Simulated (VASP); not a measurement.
Mn: single point with r2SCAN

Crystal: Mn.

```
CELL_PARAMETERS angstrom
2.74000 0.00000 0.00000
0.00000 2.74000 0.00000
0.00000 0.00000 2.74000
ATOMIC_POSITIONS crystal
Mn 0.00000 0.00000 0.00000
Mn 0.50000 0.50000 0.50000
```

```yaml
Program: VASP 6.6.1
Task: single point
Functional: r2SCAN
Potentials_or_basis: VASP PAW PBE potentials, release 64 (Mn_pv)
Cutoff: 550 eV
k_mesh: 6 × 6 × 6
Occupations: fermi-dirac, width 0.05 eV
Spin: collinear spin, antiferromagnetic start
Starting_moments: "[3.0, -3.0] μB"
```

The pressure is 6.4 GPa and the band gap on the k mesh is zero (filled and empty bands overlap). The net moment is 0.00 μB per cell and the valence electrons inside the program's atomic spheres are Mn 12.09.

Levels at points of the mesh, in eV from the Fermi level:
Spin up:
```
           k point  band 8  band 9  band 10  band 11  band 12  band 13  band 14  band 15  band 16  band 17
(0.00, 0.00, 0.00)   -5.31   -5.31    -1.91    -1.91    -1.91     0.50     0.50     1.56     1.56     1.56
(0.50, 0.00, 0.00)   -5.11   -2.59    -2.59    -1.37    -1.37    -1.37    -1.37    -0.25    -0.25     2.00
(0.50, 0.50, 0.00)   -5.57   -3.53    -3.53     0.41     0.41     0.47     0.47     0.84     0.84     1.95
(0.50, 0.50, 0.50)   -3.41   -3.41    -3.41    -3.41    -3.41     0.90     0.90     0.90     0.90    10.46
```
Spin down:
| k point | band 10 | band 11 | band 12 | band 13 | band 14 | band 15 |
| --- | --- | --- | --- | --- | --- | --- |
| (0.00, 0.00, 0.00) | -1.91 | -1.91 | -1.91 | 0.50 | 0.50 | 1.56 |
| (0.50, 0.00, 0.00) | -2.59 | -1.37 | -1.37 | -1.37 | -1.37 | -0.25 |
| (0.50, 0.50, 0.00) | -3.53 | 0.41 | 0.41 | 0.47 | 0.47 | 0.84 |
| (0.50, 0.50, 0.50) | -3.41 | -3.41 | -3.41 | 0.90 | 0.90 | 0.90 |

Wall time 86 s on 1 thread of AMD EPYC 9R45 (Zen 5), with other jobs on the host, peak memory 0.12 GiB.

Caveat: the k points lie up to 0.38 Å⁻¹ apart; the starting moments collapsed, and a magnetic state may lie lower; the PAW data sets were made with another functional, which shifts forces and pressure a little.
